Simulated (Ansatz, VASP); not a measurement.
## TaGa2: VASP beside Ansatz

Contents of INCAR:

```
PREC = Accurate
ENCUT = 600
EDIFF = 1E-7
ISMEAR = 0
SIGMA = 0.1
LREAL = F
LASPH = T
NELM = 60
ALGO = Normal
ISIF = 3
LWAVE = F
LCHARG = F
GGA = PE
IBRION = 2
NSW = 90
EDIFFG = -0.04
```

The input KPOINTS:

```
regular mesh
0
Gamma
  4 4 6
```

The input POSCAR:

```
TaGa2
1.0
    3.9054352656      0.0000000000      0.0000000000
    0.0000000000      3.9054352656      0.0000000000
    0.0000000000      0.0000000000      3.6991120739
Ta Ga
1 2
Direct
    0.5000000000      0.5000000000      0.0000000000
    0.0000000000      0.5000000000      0.5000000000
    0.5000000000      0.0000000000      0.5000000000
```

Input for Ansatz:

```yaml
crystal:
  lattice:
    - [3.9054352656, 0.0, 0.0]
    - [0.0, 3.9054352656, 0.0]
    - [0.0, 0.0, 3.6991120739]
  atoms:
    - { symbol: Ta, position: [0.5, 0.5, 0.0] }
    - { symbol: Ga, position: [0.0, 0.5, 0.5] }
    - { symbol: Ga, position: [0.5, 0.0, 0.5] }
basis:
  ecutwfc: 420
kpoints:
  mp_grid: { grid: [4, 4, 6] }
hamiltonian:
  xc: pbe
scf:
  occupations: { method: gaussian, width: 0.1 }
  lower_state_search: "off"
output:
  forces: true
  stress: true
  eigenvalues: true
relax:
  adjacent_minimum: "off"
  f_tol: 0.04
  max_steps: 70
  cell: { stress_tol: 0.4 }
```

Alike in both runs: task relaxation of cell and atoms; functional PBE; k mesh 4 × 4 × 6; occupations gaussian, width 0.1 eV; no spin polarisation.

|  | VASP | Ansatz |
| --- | --- | --- |
| version | VASP 6.6.1 | Ansatz 0.2.0 |
| potentials or method | VASP PAW PBE potentials, release 64 (Ta_pv, Ga_d), cutoff 600 eV | scalar-relativistic, plane waves, PAW |
| valence electrons in the cell | 37 | 39 |

Ansatz gave:

```
gap on the k mesh at the Fermi level, each at its own relaxed structure (eV) : none
relaxed volume (Å³/atom)                                                     : 18.88
relaxed cell length with the largest relative difference (Å)                 : 3.710
```

Problem. Which values does VASP return?

Solution. gap on the k mesh at the Fermi level, each at its own relaxed structure (eV): none; relaxed volume (Å³/atom): 18.88; relaxed cell length with the largest relative difference (Å): 3.706.

A gap of «none» marks a metal or a gap that the smearing closes. VASP's potentials hold 37 valence electrons a cell and Ansatz's 39, so a difference there can come from the potentials and not from the codes.

The k mesh is coarse, so the values compare programs but aren't converged. Neither program's run includes spin-orbit coupling.
